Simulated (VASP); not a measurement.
# Cd3Pb10Au3 (P1) in VASP: single point with PBE

Aim: the single point of Cd3Pb10Au3 with PBE.

All numbers are computed with VASP 6.6.1; they aren't measurements. Logs are shortened: lines on timing, memory, paths and dates and some standing lists are left out, and cuts for length are marked.

## Step 1: The cell of the first run

The typed cell holds 16 atoms: a = 8.500 Å, b = 8.277 Å, c = 8.275 Å, α = 112.64°, β = 100.85°, γ = 114.23°.

## Step 2: Single point, PBE

File INCAR:

```
ALGO     = Fast           # electronic algorithm
EDIFF    = 1E-6           # SCF threshold, eV
ENCUT    = 520            # plane-wave cutoff, eV
GGA      = PE             # functional
ISIF     = 2              # what is computed and relaxed
ISMEAR   = 0              # smearing method
ISYM     = 0            
LASPH    = True           # aspherical terms in the spheres
LCHARG   = False          # write CHGCAR
LREAL    = Auto         
LWAVE    = False          # write WAVECAR
NBANDS   = 118            # bands
NELM     = 100            # most SCF steps
PREC     = Accurate       # precision mode
SIGMA    = 0.1            # smearing width, eV
```

File KPOINTS:

```
Automatic mesh
0
Gamma
  2 2 2
  0.5 0.5 0.5
```

File POSCAR:

```
Cd3Pb10Au3
1.0
   -4.5889248933      4.6487000264     -5.4380934651
    4.5907155114      4.4603905032      5.2479933239
    4.5889666693     -4.4585998851     -5.2480350999
Cd Au Pb
3 3 10
Direct
    0.7811883481      0.5080889390      0.7875507925
    0.7829552101     -0.0070941501      0.2731897509
    0.5133257721      0.5165610102      0.9966693205
    0.5199543638      0.7339687024      0.7849373469
    0.4332562147      0.2616626170      0.1706701093
    0.9329210412      0.7295600498      0.2006541399
    0.2374918471      0.9813871123      0.7171712806
    0.0211378565      0.2544017021      0.7660179154
    0.5404417867      1.0292908479      0.5101356501
    0.2908241056      0.2684251709      0.4887814236
    0.9828963654      0.4803263800      0.5018211339
    0.7204667483      0.7023236345      0.4998454505
    0.9879753090      0.9920727864      0.9947428801
    0.2376199588      0.5195588373      0.2552877599
    0.7204602971      0.2192908649      1.0170746106
    0.2903078359      0.8006850979      1.0211742181
```

Potentials or basis: VASP PAW PBE potentials, release 64 (Cd, Au, Pb_d).

On the command line:

```bash
$ cat potpaw_PBE.64/Cd/POTCAR potpaw_PBE.64/Au/POTCAR potpaw_PBE.64/Pb_d/POTCAR > POTCAR
$ mpirun -np 1 vasp_std > vasp.out
```

OUTCAR:

```text
EDIFF = 1E-6
   ENCUT = 520
   GGA = PE
   ISIF = 2
   ISMEAR = 0
   ISYM = 0
   LASPH = True
   LREAL = Auto
   NELM = 100
   PREC = Accurate

 ion  position               nearest neighbor table
   1  0.781  0.508  0.788-   6 2.88   3 3.12   9 3.12  13 3.14  11 3.16  12 3.42   4 3.44   8 3.46
                            15 3.53  16 3.60  10 3.60
   2  0.783  0.993  0.273-   6 2.88   3 3.11   9 3.12  13 3.14  11 3.17  15 3.43   8 3.45   4 3.45
                            12 3.52  10 3.59  16 3.62
   3  0.513  0.517  0.997-   5 2.92   4 2.95   6 2.99   2 3.11   1 3.12  14 3.46   7 3.47   8 3.49
                            16 3.55  10 3.55  12 3.59  15 3.60
   4  0.520  0.734  0.785-   3 2.95  10 3.07  16 3.07  15 3.15  12 3.15  13 3.31   1 3.44   2 3.45
                            14 3.83   7 3.83
   5  0.433  0.262  0.171-   3 2.92  12 3.04  15 3.04  10 3.09  16 3.09  13 3.15   7 3.16  14 3.16

   6  0.933  0.730  0.201-   1 2.88   2 2.88   3 2.99  13 3.19  15 3.34  12 3.35  16 3.56  10 3.57
                            14 3.71   7 3.72  11 3.86
   7  0.237  0.981  0.717-   5 3.16  11 3.25   9 3.33  13 3.41   8 3.41  16 3.43   3 3.47  10 3.51
                            15 3.56  12 3.66   6 3.72   4 3.83
   8  0.021  0.254  0.766-  13 3.35  14 3.41   7 3.41  11 3.43   2 3.45   1 3.46   9 3.48   3 3.49
                            16 3.53  10 3.54  15 3.58  12 3.58
   9  0.540  0.029  0.510-   1 3.12   2 3.12  14 3.33   7 3.33  10 3.47  16 3.47   8 3.48  15 3.60
                            12 3.60  11 4.11
  10  0.291  0.268  0.489-   4 3.07   5 3.09  14 3.43   9 3.47   7 3.51   8 3.54  13 3.55   3 3.55
                             6 3.57   2 3.59   1 3.60  11 3.70  12 3.89
  11  0.983  0.480  0.502-   1 3.16   2 3.17  14 3.25   7 3.25  12 3.42  15 3.43   8 3.43  16 3.69
                            10 3.70   6 3.86   9 4.11
  12  0.720  0.702  0.500-   5 3.04   4 3.15   6 3.35   1 3.42  11 3.42  13 3.49   2 3.52  14 3.56
                             8 3.58   3 3.59   9 3.60   7 3.66  10 3.89
  13  0.988  0.992  0.995-   2 3.14   1 3.14   5 3.15   6 3.19   4 3.31   8 3.35   7 3.41  14 3.41
                            15 3.48  12 3.49  16 3.54  10 3.55
  14  0.238  0.520  0.255-   5 3.16  11 3.25   9 3.33   8 3.41  13 3.41  10 3.43   3 3.46  16 3.51
                            12 3.56  15 3.66   6 3.71   4 3.83
  15  0.720  0.219  0.017-   5 3.04   4 3.15   6 3.34   2 3.43  11 3.43  13 3.48   1 3.53   7 3.56
                             8 3.58   9 3.60   3 3.60  14 3.66  16 3.89
  16  0.290  0.801  0.021-   4 3.07   5 3.09   7 3.43   9 3.47  14 3.51   8 3.53  13 3.54   3 3.55
                             6 3.56   1 3.60   2 3.62  11 3.69  15 3.89

IMPORTANT INFORMATION: All symmetrisations will be switched off!
NOSYMM: (Re-)initialisation of all symmetry stuff for point group C_1.

----------------------------------------------------------------------------------------

                                     Primitive cell

  volume of cell :     446.6134

  direct lattice vectors                    reciprocal lattice vectors
    -4.588924893  4.648700026 -5.438093465    -0.000021458  0.107867562 -0.091660357
     4.590715511  4.460390503  5.247993324     0.108914824  0.109799806  0.001953702
     4.588966669 -4.458599885 -5.248035100     0.108936193 -0.001975070 -0.093613969

  length of vectors
     8.499500229  8.277148439  8.275240204     0.141552226  0.154668204  0.143647381

  position of ions in fractional coordinates (direct lattice)
     0.781188348  0.508088939  0.787550792
     0.782955210  0.992905850  0.273189751
     0.513325772  0.516561010  0.996669320
     0.519954364  0.733968702  0.784937347
     0.433256215  0.261662617  0.170670109
     0.932921041  0.729560050  0.200654140
[... 8 lines left out ...]
     0.720460297  0.219290865  0.017074611
     0.290307836  0.800685098  0.021174218

  ion indices of the primitive-cell ions
   primitive index   ion index
                 1           1
                 2           2
                 3           3
                 4           4
                 5           5
                 6           6
[... 8 lines left out ...]
                15          15
                16          16

----------------------------------------------------------------------------------------

 KPOINTS: Automatic mesh

Automatic generation of k-mesh.
 Grid dimensions read from file:
 generate k-points for:    2    2    2

 Generating k-lattice:

  Cartesian coordinates                     Fractional coordinates (reciprocal lattice)
    -0.000010729  0.053933781 -0.045830179     0.500000000  0.000000000 -0.000000000
     0.054457412  0.054899903  0.000976851    -0.000000000  0.500000000  0.000000000
     0.054468096 -0.000987535 -0.046806985     0.000000000  0.000000000  0.500000000

  Length of vectors
     0.070776113  0.077334102  0.071823691

  Shift w.r.t. Gamma in fractional coordinates (k-lattice)
     0.500000000  0.500000000  0.500000000

 Subroutine IBZKPT returns following result:
 ===========================================

 Found      4 irreducible k-points:

 Following reciprocal coordinates:
            Coordinates               Weight
  0.250000  0.250000  0.250000      2.000000
 -0.250000  0.250000  0.250000      2.000000
  0.250000 -0.250000  0.250000      2.000000
 -0.250000 -0.250000  0.250000      2.000000
   k-points           NKPTS =      4   k-points in BZ     NKDIM =      4   number of bands    NBANDS=    118
   number of dos      NEDOS =    301   number of ions     NIONS =     16
   total plane-waves  NPLWV = 262144
   dimension x,y,z NGX =    64 NGY =   64 NGZ =   64
   dimension x,y,z NGXF=   128 NGYF=  128 NGZF=  128
   ions per type =               3   3  10
   NGX,Y,Z   is equivalent  to a cutoff of  12.52, 12.85, 12.86 a.u.
   NGXF,Y,Z  is equivalent  to a cutoff of  25.04, 25.71, 25.71 a.u.
 SYSTEM =  unknown system
   PREC   = accura    normal or accurate (medium, high low for compatibility)
   ISTART =      0    job   : 0-new  1-cont  2-samecut
   ICHARG =      2    charge: 1-file 2-atom 10-const
   ISPIN  =      1    spin polarized calculation?
   LNONCOLLINEAR =      F non collinear calculations
   LSORBIT =      F    spin-orbit coupling
   LASPH  =      T    aspherical Exc in radial PAW
   ENCUT  =  520.0 eV  38.22 Ry    6.18 a.u.  15.80 15.39 15.39*2*pi/ulx,y,z
   NELM   =    100;   NELMIN=  2; NELMDL= -5     # of ELM steps
   EDIFF  = 0.1E-05   stopping-criterion for ELM
   LREAL  =      T    real-space projection
   EDIFFG = 0.1E-04   stopping-criterion for IOM
   NSW    =      0    number of steps for IOM
   IBRION =     -1    ionic relax: 0-MD 1-quasi-New 2-CG
   NFREE  =      0    steps in history (QN), initial steepest desc. (CG)
   ISIF   =      2    stress and relaxation
   ISYM   =      0    0-nonsym 1-usesym 2-fastsym
   POTIM  = 0.5000    time-step for ionic-motion
   TEBEG  =    0.0;   TEEND  =   0.0 temperature during run
   PSTRESS=    0.0 pullay stress
   NELECT =     209.0000    total number of electrons
   NUPDOWN=      -1.0000    fix difference up-down
   EMIN   =  10.00;   EMAX   =-10.00  energy-range for DOS
   EFERMI =   0.00;   METHOD = LEGACY
   ISMEAR =     0;   SIGMA  =   0.10  broadening in eV -4-tet -1-fermi 0-gaus
   EFERMI_NEDOS =   21; number of points for ismear=-14 and -15
   IALGO  =     68    algorithm
   IMIX   =      4    mixing-type and parameters
     AMIX     =   0.40;   BMIX     =  1.00
     AMIX_MAG =   1.60;   BMIX_MAG =  1.00
  volume/ion in A,a.u.               =      27.91       188.37
  Fermi-wavevector in a.u.,A,eV,Ry     =   1.271002  2.401846 21.979488  1.615447
  Thomas-Fermi vector in A             =   2.403959
   LORBIT       =      0    0 simple, 1 ext, 2 COOP (PROOUT), +10 PAW based schemes
   GGA     = PE    functional components
   LHFCALC =     F    Hartree Fock is set to
   AEXX    =    0.0000 exact exchange contribution
   IVDW    =     0    specifies the selected vdW correction
   LEPSILON=     F    determine dielectric tensor
   LRPA    =     F    only Hartree local field effects (RPA)
 non-spin polarized calculation
 RMM-DIIS sequential band-by-band and
 Gauss-broadening in eV      SIGMA  =   0.10
  energy-cutoff  :      520.00
  volume of cell :      446.61
 maximum number of plane-waves:     12038
   NGX = 31   NGY = 31   NGZ = 31

 number of electron     209.0000013 magnetization

 Free energy of the ion-electron system (eV)
  ---------------------------------------------------
  ext. energy  EPLUGINS =         0.00000000
  ---------------------------------------------------
  free energy    TOTEN  =       -47.67147635 eV

  energy without entropy =      -47.66796695  energy(sigma->0) =      -47.66972165

 E-fermi :   6.0355     XC(G=0): -10.2978

 val. band max:        5.8844047465   @ k =  -0.2500  -0.2500   0.2500
 cond. band min:       6.1912254816   @ k =   0.2500   0.2500   0.2500
 fundamental gap:      0.3068207351
 Fermi energy:         6.0355450171

 k-point     1 :       0.2500    0.2500    0.2500
  band No.  band energies     occupation
      1     -11.0095      2.00000
      2     -10.9912      2.00000
      3     -10.9817      2.00000
      4     -10.9813      2.00000
      5     -10.9575      2.00000
      6     -10.9424      2.00000
[... 108 lines left out ...]
    115       8.9906      0.00000
    116       9.1438      0.00000

 k-point     2 :      -0.2500    0.2500    0.2500
  band No.  band energies     occupation
      1     -11.0065      2.00000
      2     -10.9942      2.00000
      3     -10.9841      2.00000
      4     -10.9739      2.00000
      5     -10.9527      2.00000
      6     -10.9512      2.00000
[... 108 lines left out ...]
    115       8.5745      0.00000
    116       9.1568      0.00000

 k-point     3 :       0.2500   -0.2500    0.2500
  band No.  band energies     occupation
      1     -11.0153      2.00000
      2     -10.9896      2.00000
      3     -10.9812      2.00000
      4     -10.9665      2.00000
      5     -10.9497      2.00000
      6     -10.9439      2.00000
[... 108 lines left out ...]
    115       8.7099      0.00000
    116       8.7540      0.00000

 k-point     4 :      -0.2500   -0.2500    0.2500
  band No.  band energies     occupation
      1     -11.0185      2.00000
      2     -10.9888      2.00000
      3     -10.9829      2.00000
      4     -10.9699      2.00000
      5     -10.9573      2.00000
      6     -10.9449      2.00000
[... 108 lines left out ...]
    115       8.7853      0.00000
    116       9.0928      0.00000
 [bands above 116 left out]

------------------------ aborting loop because EDIFF is reached ----------------------------------------

  FORCE on cell =-STRESS in cart. coord.  units (eV):
  Direction    XX          YY          ZZ          XY          YZ          ZX
  --------------------------------------------------------------------------------------
  -------------------------------------------------------------------------------------
  Total       -0.1448722      0.2685535      0.0203924      0.0000795      0.0121235     -0.0060701
  in kB       -0.5197134      0.9634066      0.0731555      0.0002853      0.0434917     -0.0217758
  external PRESSURE =       0.1722829 kB  Pullay stress =       0.0000000 kB

 VOLUME and BASIS-vectors are now :
 -----------------------------------------------------------------------------
  energy-cutoff  :      520.00
  volume of cell :      446.61
      direct lattice vectors                 reciprocal lattice vectors
    -4.588924893  4.648700026 -5.438093465    -0.000021458  0.107867562 -0.091660357
     4.590715511  4.460390503  5.247993324     0.108914824  0.109799806  0.001953702
     4.588966669 -4.458599885 -5.248035100     0.108936193 -0.001975070 -0.093613969

 POSITION                                       TOTAL-FORCE (eV/Angst)
 -----------------------------------------------------------------------------------
      2.36172      2.38641     -5.71482        -0.014690      0.002094      0.000859
      2.21888      6.85043     -0.48073         0.019169      0.002332      0.000856
      4.58945      0.24661     -5.31116        -0.001311     -0.020302      0.002685
      4.58546      2.19118     -3.09508        -0.000772      0.013545      0.007574
     -0.00376      2.42025     -1.87857        -0.004571     -0.013931      0.009441
     -0.01111      6.69636     -2.29763        -0.000738     -0.008293     -0.026519
[... 8 lines left out ...]
     -2.22108      4.25120     -2.85670        -0.006570     -0.006095      0.021479
      2.44068      4.82651      2.51215        -0.008575     -0.012787      0.006673
 -----------------------------------------------------------------------------------
    total drift:                               -0.000629     -0.008377      0.014214

  FREE ENERGIE OF THE ION-ELECTRON SYSTEM (eV)
  ---------------------------------------------------
  free  energy   TOTEN  =       -47.6714763532 eV

  energy  without entropy=      -47.6679669463  energy(sigma->0) =      -47.66972165
```

Run time: 10 min. Hardware: 1 thread of Oxide Virtual Turin-like, shared host; peak memory 0.62 GiB.

Results:

```
Free energy   : -47.6715 eV
Pressure      : 0.0 GPa
Largest force : 0.048 eV/Å
```

Forces in eV/Å, atoms in the order of the input:
```
Cd  -0.015  0.002  0.001
Cd   0.019  0.002  0.001
Cd  -0.001 -0.020  0.003
Au  -0.001  0.014  0.008
Au  -0.005 -0.014  0.009
Au  -0.001 -0.008 -0.027
Pb  -0.002  0.014 -0.006
Pb  -0.005  0.021  0.018
Pb  -0.002 -0.029 -0.025
Pb   0.011 -0.015  0.008
Pb   0.003  0.035 -0.032
Pb   0.010 -0.002  0.016
Pb   0.000  0.011  0.003
Pb   0.003  0.008 -0.006
Pb  -0.007 -0.006  0.021
Pb  -0.009 -0.013  0.007
```

Levels at points of the mesh, in eV from the Fermi level:
| k point | band 101 | band 102 | band 103 | band 104 | band 105 | band 106 | band 107 | band 108 | band 109 | band 110 |
| --- | --- | --- | --- | --- | --- | --- | --- | --- | --- | --- |
| (0.25, 0.25, 0.25) | -1.06 | -0.82 | -0.67 | -0.42 | -0.20 | 0.16 | 0.30 | 0.65 | 1.30 | 1.49 |

Caveat: the k points lie up to 0.49 Å⁻¹ apart; spin-orbit coupling is left out, which moves the levels of the heavy elements.
